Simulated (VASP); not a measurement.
Here is a VASP 6.6.1 calculation.

The input INCAR:

```
SYSTEM = As
ALGO = Normal ; DIPOL = 0.5 0.5 0.500
EDIFF = 1E-6 ; ENCUT = 520
IDIPOL = 3 ; ISIF = 2
ISMEAR = 0 ; LASPH = .TRUE.
LCHARG = .FALSE. ; LDIPOL = .TRUE.
LREAL = .FALSE. ; LWAVE = .FALSE.
NBANDS = 12 ; NELM = 80
PREC = Accurate ; SIGMA = 0.02
```

File KPOINTS:

```
k-points
0
G
  9 9 1
  0 0 0
```

The input POSCAR:

```
As
1.0
    3.4630000000      0.0000000000      0.0000000000
   -1.7315000000      2.9990459733      0.0000000000
    0.0000000000      0.0000000000     28.0000000000
As
2
Direct
    0.3333333333      0.6666666667      0.5211428571
    0.6666666667      0.3333333333      0.4788571429
```

Potentials or basis: VASP PAW LDA potentials, release 64 (As).

Command:

```console
$ cat potpaw_LDA.64/As/POTCAR > POTCAR
$ mpirun -np 1 vasp_std > vasp.out
```

Question: Estimate the largest force.

Answer: 3.485 eV/Å.

Question: Predict the band gap on the k mesh.

Answer: 1.41 eV, indirect (least direct gap 1.73 eV).

Forces in eV/Å, atoms in the order of the input:
```
As   0.000  0.000  3.485
As   0.000  0.000 -3.485
```
